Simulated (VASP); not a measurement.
# Si3N4 (P6_3/m) in VASP: further runs, part 2 of 2

VASP 6.6.1.

**3. Electric field gradients, r2SCAN**

Contents of POSCAR:

```
Si3N4
1.0
    7.6015000000      0.0000000000      0.0000000000
   -3.8007500000      6.5830921069      0.0000000000
    0.0000000000      0.0000000000      2.9061000000
Si N
6 8
Direct
    0.7679661629      0.1740793965      0.2500000000
    0.5938867664      0.7679661629      0.7500000000
    0.8259206035      0.5938867664      0.2500000000
    0.2320338371      0.8259206035      0.7500000000
    0.4061132336      0.2320338371      0.2500000000
    0.1740793965      0.4061132336      0.7500000000
    0.0299499689      0.3298831158      0.2500000000
    0.7000668531      0.0299499689      0.7500000000
    0.6701168842      0.7000668531      0.2500000000
    0.9700500311      0.6701168842      0.7500000000
    0.2999331469      0.9700500311      0.2500000000
    0.3298831158      0.2999331469      0.7500000000
    0.6666666667      0.3333333333      0.2500000000
    0.3333333333      0.6666666667      0.7500000000
```

Contents of INCAR.step1:

```
PREC     = Accurate       # precision mode
ENCUT    = 520            # plane-wave cutoff, eV
ISMEAR   = -1             # smearing method
SIGMA    = 0.02           # smearing width, eV
LREAL    = False          # projectors in reciprocal space
LASPH    = True           # aspherical terms in the spheres
NELM     = 80             # most SCF steps
NBANDS   = 45             # bands
GGA      = PE             # functional
ALGO     = Normal         # electronic algorithm
EDIFF    = 1E-4           # SCF threshold, eV
LWAVE    = True           # write WAVECAR
LCHARG   = False          # write CHGCAR
```

Contents of INCAR.step2:

```
PREC     = Accurate       # precision mode
ENCUT    = 520            # plane-wave cutoff, eV
EDIFF    = 1E-8           # SCF threshold, eV
ISMEAR   = -1             # smearing method
SIGMA    = 0.02           # smearing width, eV
LREAL    = False          # projectors in reciprocal space
LASPH    = True           # aspherical terms in the spheres
NELM     = 80             # most SCF steps
ALGO     = Normal         # electronic algorithm
ISIF     = 2              # what is computed and relaxed
LWAVE    = False          # write WAVECAR
LCHARG   = False          # write CHGCAR
METAGGA  = R2SCAN         # meta-GGA
LMIXTAU  = True         
LEFG     = True         
NBANDS   = 45             # bands
ISTART   = 1
```

Contents of KPOINTS:

```
Automatic mesh
0
Gamma
  4 4 10
```

Potentials or basis: VASP PAW PBE potentials, release 64 (Si, N).

On the command line:

```
$ cat potpaw_PBE.64/Si/POTCAR potpaw_PBE.64/N/POTCAR > POTCAR
$ cp INCAR.step1 INCAR
$ mpirun -np 1 vasp_std > vasp.out
$ cp INCAR.step2 INCAR
$ mpirun -np 1 vasp_std > vasp.out
```

OUTCAR:

```text
PREC = Accurate
   ENCUT = 520
   EDIFF = 1E-8
   ISMEAR = -1
   LREAL = False
   LASPH = True
   NELM = 80
   ISIF = 2
   METAGGA = R2SCAN
   ISTART = 1

 ion  position               nearest neighbor table
   1  0.768  0.174  0.250-  13 1.73   7 1.73   8 1.74   8 1.74   5 3.00   3 3.00   6 3.05   6 3.05
                             2 3.05   2 3.05
   2  0.594  0.768  0.750-  14 1.73   8 1.73   9 1.74   9 1.74   4 3.00   6 3.00   3 3.05   3 3.05
                             1 3.05   1 3.05
   3  0.826  0.594  0.250-  13 1.73   9 1.73  10 1.74  10 1.74   5 3.00   1 3.00   2 3.05   2 3.05
                             4 3.05   4 3.05
   4  0.232  0.826  0.750-  14 1.73  10 1.73  11 1.74  11 1.74   2 3.00   6 3.00   3 3.05   3 3.05
                             5 3.05   5 3.05
   5  0.406  0.232  0.250-  13 1.73  11 1.73  12 1.74  12 1.74   1 3.00   3 3.00   6 3.05   6 3.05
                             4 3.05   4 3.05
   6  0.174  0.406  0.750-  14 1.73  12 1.73   7 1.74   7 1.74   2 3.00   4 3.00   5 3.05   5 3.05
                             1 3.05   1 3.05
   7  0.030  0.330  0.250-   1 1.73   6 1.74   6 1.74
   8  0.700  0.030  0.750-   2 1.73   1 1.74   1 1.74
   9  0.670  0.700  0.250-   3 1.73   2 1.74   2 1.74
  10  0.970  0.670  0.750-   4 1.73   3 1.74   3 1.74
  11  0.300  0.970  0.250-   5 1.73   4 1.74   4 1.74
  12  0.330  0.300  0.750-   6 1.73   5 1.74   5 1.74
  13  0.667  0.333  0.250-   1 1.73   3 1.73   5 1.73
  14  0.333  0.667  0.750-   4 1.73   6 1.73   2 1.73

  LATTYP: Found a hexagonal cell.
 ALAT       =     7.6015000000
 C/A-ratio  =     0.3823061238
[... 1401 lines left out ...]
  12       5.943   -31.480    25.537   -27.541     0.000    -0.000
  13      23.172    23.173   -46.344     0.001    -0.000    -0.000
  14      23.172    23.173   -46.344     0.001     0.000     0.000
---------------------------------------------------------------------

 Electric field gradients after diagonalization (V/A^2)
 (convention: |V_zz| > |V_xx| > |V_yy|)
----------------------------------------------------------------------
 ion       V_xx      V_yy      V_zz     asymmetry (V_yy - V_xx)/ V_zz
----------------------------------------------------------------------
   1      -5.625    -3.946     9.572       0.175
   2      -5.625    -3.946     9.572       0.175
   3      -5.625    -3.947     9.572       0.175
   4      -5.625    -3.946     9.572       0.175
   5      -5.625    -3.946     9.572       0.175
   6      -5.625    -3.947     9.572       0.175
   7      25.537    20.527   -46.065       0.109
   8      25.537    20.528   -46.065       0.109
   9      25.537    20.528   -46.065       0.109
  10      25.537    20.527   -46.065       0.109
  11      25.537    20.528   -46.065       0.109
  12      25.537    20.528   -46.065       0.109
  13      23.173    23.172   -46.344       0.000
  14      23.173    23.172   -46.344       0.000
----------------------------------------------------------------------

           NMR quadrupolar parameters

 Cq : quadrupolar parameter    Cq=e*Q*V_zz/h
 eta: asymmetry parameters     (V_yy - V_xx)/ V_zz
 Q  : nuclear electric quadrupole moment in mb (millibarn)
----------------------------------------------------------------------
 ion       Cq(MHz)       eta       Q (mb)
----------------------------------------------------------------------
   1       0.023       0.175       1.000
   2       0.023       0.175       1.000
   3       0.023       0.175       1.000
   4       0.023       0.175       1.000
   5       0.023       0.175       1.000
   6       0.023       0.175       1.000
   7      -0.111       0.109       1.000
   8      -0.111       0.109       1.000
   9      -0.111       0.109       1.000
  10      -0.111       0.109       1.000
  11      -0.111       0.109       1.000
  12      -0.111       0.109       1.000
  13      -0.112       0.000       1.000
  14      -0.112       0.000       1.000
----------------------------------------------------------------------
```

OUTCAR.step1:

```text
PREC = Accurate
   ENCUT = 520
   ISMEAR = -1
   LREAL = False
   LASPH = True
   NELM = 80
[... 1402 lines left out ...]
      1.36764      1.97449      2.17957        -0.008454     -0.005336     -0.000000
      3.80075      2.19436      0.72652        -0.000000     -0.000000     -0.000000
     -0.00000      4.38873      2.17957        -0.000000     -0.000000      0.000000
 -----------------------------------------------------------------------------------
    total drift:                               -0.000000      0.000000     -0.000000

  FREE ENERGIE OF THE ION-ELECTRON SYSTEM (eV)
  ---------------------------------------------------
  free  energy   TOTEN  =      -114.4882401722 eV

  energy  without entropy=     -114.4882401722  energy(sigma->0) =     -114.48824017
```

OSZICAR.step1:

```text
N       E                     dE             d eps       ncg     rms          rms(c)
DAV:   1     0.283517619233E+03    0.28352E+03   -0.31788E+04  2160   0.132E+03
DAV:   2    -0.108239504089E+03   -0.39176E+03   -0.37175E+03  2764   0.280E+02
DAV:   3    -0.130940322024E+03   -0.22701E+02   -0.22548E+02  2744   0.707E+01
DAV:   4    -0.131291407442E+03   -0.35109E+00   -0.34999E+00  2728   0.946E+00
DAV:   5    -0.131300265174E+03   -0.88577E-02   -0.88469E-02  2656   0.143E+00    0.296E+01
DAV:   6    -0.114623730172E+03    0.16677E+02   -0.58708E+01  2611   0.309E+01    0.132E+01
DAV:   7    -0.114532852787E+03    0.90877E-01   -0.31236E+00  2744   0.729E+00    0.631E+00
DAV:   8    -0.114486394505E+03    0.46458E-01   -0.17172E-01  2603   0.201E+00    0.217E+00
DAV:   9    -0.114485569816E+03    0.82469E-03   -0.38945E-02  2728   0.103E+00    0.309E-01
DAV:  10    -0.114487469641E+03   -0.18998E-02   -0.38436E-03  2496   0.274E-01    0.176E-01
DAV:  11    -0.114488203668E+03   -0.73403E-03   -0.94195E-04  2456   0.157E-01    0.279E-02
DAV:  12    -0.114488240172E+03   -0.36504E-04   -0.47886E-05  1904   0.399E-02
   1 F= -.11448824E+03 E0= -.11448824E+03  d E =-.139257E-11
```

Wall time 11 min (1 thread of Intel Xeon Platinum 8488C (Sapphire Rapids), shared host); peak memory 0.35 GiB.

What came out:

```yaml
Free_energy: -144.1636 eV
Pressure: -0.1 GPa
Largest_force: 0.036 eV/Å
Band_gap_on_the_k_mesh: 4.99 eV (least direct gap 5.19 eV)
Largest_electric_field_gradient_by_atom: Si +9.6; N -46.1, -46.3 (each value once) V/Å²
```

Forces on the atoms (eV/Å):
```
Si   0.019  0.030  0.000
Si  -0.017  0.032  0.000
Si  -0.036  0.001  0.000
Si  -0.019 -0.030  0.000
Si   0.017 -0.032  0.000
Si   0.036 -0.001  0.000
N    0.029  0.016  0.000
N    0.000  0.034  0.000
N   -0.029  0.017  0.000
N   -0.029 -0.016  0.000
N    0.000 -0.034  0.000
N    0.029 -0.017  0.000
N    0.000  0.000  0.000
N    0.000  0.000  0.000
```

Electric field gradients, principal values (V/Å²):
```
atom   least  middle  greatest (by size)
1 Si  -3.946  -5.625               9.572
2 Si  -3.946  -5.625               9.572
3 Si  -3.947  -5.625               9.572
4 Si  -3.946  -5.625               9.572
5 Si  -3.946  -5.625               9.572
6 Si  -3.947  -5.625               9.572
 7 N  20.527  25.537             -46.065
 8 N  20.528  25.537             -46.065
 9 N  20.528  25.537             -46.065
10 N  20.527  25.537             -46.065
11 N  20.528  25.537             -46.065
12 N  20.528  25.537             -46.065
13 N  23.172  23.173             -46.344
14 N  23.172  23.173             -46.344
```

Caveat: without QUAD_EFG the Cq values of the log hold for a quadrupole moment of 1 mb, not for the nuclei; the PAW data sets were made with another functional, which shifts forces and pressure a little. A k mesh can miss the band edges.
